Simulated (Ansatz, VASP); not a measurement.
# PbS in VASP and in Ansatz

The input POSCAR:

```
PbS
1.0
    2.0695340594      1.1948460463      3.3814492087
   -2.0695340594      1.1948460463      3.3814492087
    0.0000000000     -2.3896920926      3.3814492087
Pb S
1 1
Direct
    0.9805657800      0.9805657800      0.9805657800
    0.4750355500      0.4750355500      0.4750355500
```

The input INCAR.step1:

```
SYSTEM = PbS
PREC = Accurate
ENCUT = 520
ISMEAR = -1
SIGMA = 0.05
LREAL = .False.
LASPH = .True.
NELM = 80
NBANDS = 17
GGA = PE
ALGO = Normal
EDIFF = 1E-4
LWAVE = .True.
LCHARG = .False.
```

Contents of INCAR.step2:

```
SYSTEM = PbS
PREC = Accurate
ENCUT = 520
EDIFF = 1E-6
ISMEAR = -1
SIGMA = 0.05
LREAL = .False.
LASPH = .True.
NELM = 80
ALGO = Normal
ISIF = 2
LWAVE = .False.
LCHARG = .True.
METAGGA = R2SCAN
LMIXTAU = .True.
LELF = .True.
LVHAR = .True.
NBANDS = 17
ISTART = 1
```

The input KPOINTS:

```
regular mesh
0
Gamma
  8 8 8
  0 0 0
```

Contents of input.yaml:

```yaml
crystal:
  lattice:
    - [2.0695340594, 1.1948460463, 3.3814492087]
    - [-2.0695340594, 1.1948460463, 3.3814492087]
    - [0.0, -2.3896920926, 3.3814492087]
  atoms:
    - { symbol: Pb, position: [0.98056578, 0.98056578, 0.98056578] }
    - { symbol: S, position: [0.47503555, 0.47503555, 0.47503555] }
hamiltonian:
  xc: r2scan
  pseudopotentials: { kind: paw }
kpoints:
  mp_grid: { grid: [8, 8, 8] }
scf:
  occupations: { method: fermi_dirac, width: 0.05 }
output:
  forces: true
  stress: true
  eigenvalues: true
  write_density: true
  write_potential: true
  elf: true
  volumetric_format: npy
```

Alike in both runs: task single point; functional r2SCAN; k mesh 8 × 8 × 8; occupations fermi-dirac, width 0.05 eV; no spin polarisation.

```csv
,VASP,Ansatz
version,VASP 6.6.1,Ansatz 0.2.0
potentials or method,"VASP PAW PBE potentials, release 64 (Pb_d, S)",Ansatz PAW
plane-wave cutoff (eV),520,500
valence electrons in the cell,20,20
```

Ansatz gave:

- gap on the k mesh at the Fermi level (eV): 0.46
- least direct gap on the mesh (eV): 0.46
- pressure (GPa): 4.0
- rms of the force components (eV/Å): 0.026

Q: What did VASP give for the same quantities?

A: gap on the k mesh at the Fermi level (eV): 0.48; least direct gap on the mesh (eV): 0.48; pressure (GPa): 4.0; rms of the force components (eV/Å): 0.028.

VASP's potentials were made for PBE, not for r2SCAN. Atom by atom the forces differ by 0.002 eV/Å (rms over components).

Spin-orbit coupling is off throughout.
